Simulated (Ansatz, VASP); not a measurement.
## Two plane-wave programs on MgB2

Contents of POSCAR:

```
MgB2
1.0
    3.0850000000      0.0000000000      0.0000000000
   -1.5425000000      2.6716883707      0.0000000000
    0.0000000000      0.0000000000      3.5230000000
Mg B
1 2
Direct
    0.0000000000      0.0000000000      0.0000000000
    0.6666666667      0.3333333333      0.5000000000
    0.3333333333      0.6666666667      0.5000000000
```

INCAR.step1

```
PREC = Accurate
ENCUT = 660
ISMEAR = -1
SIGMA = 0.05
LREAL = False
LASPH = True
NELM = 120
NBANDS = 15
GGA = PE
ALGO = Normal
EDIFF = 1E-5
LWAVE = True
LCHARG = False
GGA_COMPAT = False
```

INCAR.step2

```
PREC = Accurate
ENCUT = 660
EDIFF = 1E-6
ISMEAR = -1
SIGMA = 0.05
LREAL = False
LASPH = True
NELM = 120
ALGO = Normal
ISIF = 2
LWAVE = False
LCHARG = False
METAGGA = R2SCAN
LMIXTAU = True
NBANDS = 15
ISTART = 1
GGA_COMPAT = False
```

File KPOINTS:

```
regular mesh
0
Gamma
  10 10 8
```

The input input.yaml:

```yaml
crystal:
  lattice:
    - [3.085, 0.0, 0.0]
    - [-1.5425, 2.6716883707, 0.0]
    - [0.0, 0.0, 3.523]
  atoms:
    - { symbol: Mg, position: [0.0, 0.0, 0.0] }
    - { symbol: B, position: [0.6666666667, 0.3333333333, 0.5] }
    - { symbol: B, position: [0.3333333333, 0.6666666667, 0.5] }
hamiltonian:
  xc: r2scan
  pseudopotentials: { kind: paw }
kpoints:
  mp_grid: { grid: [10, 10, 8] }
  band_path:
    path:
      - [[0.0, 0.0, 0.0], [0.5, 0.0, 0.0], [0.3333333333, 0.3333333333, 0.0], [0.0, 0.0, 0.0], [0.0, 0.0, 0.5], [0.5, 0.0, 0.5], [0.3333333333, 0.3333333333, 0.5], [0.0, 0.0, 0.5]]
      - [[0.5, 0.0, 0.5], [0.5, 0.0, 0.0]]
      - [[0.3333333333, 0.3333333333, 0.0], [0.3333333333, 0.3333333333, 0.5]]
    npoints: 14
scf:
  occupations: { method: fermi_dirac, width: 0.05 }
  n_extra_bands: 7
output:
  forces: true
  stress: true
  eigenvalues: true
  fatbands: false
```

Alike in both runs: functional r2SCAN; k mesh 10 × 10 × 8; occupations fermi-dirac, width 0.05 eV; no spin polarisation.

|  | VASP | Ansatz |
| --- | --- | --- |
| version | VASP 6.6.1 | Ansatz 0.2.0 |
| potentials or method | VASP PAW PBE potentials, release 64 (Mg_sv, B) | Ansatz PAW |
| plane-wave cutoff (eV) | 660 | 500 |
| valence electrons in the cell | 16 | 16 |
| task | single point | band structure |

|  | VASP | Ansatz | Ansatz less VASP |
| --- | --- | --- | --- |
| gap on the k mesh at the Fermi level (eV) | none | none | - |
| pressure (GPa) | -2.3 | -2.1 | +0.18 |
| traceless stress, the component that is largest in VASP (GPa) | 0.26 | 0.10 | -0.155 |

VASP's potentials were made for PBE, not for r2SCAN. A gap of «none» marks a metal or a gap that the smearing closes.
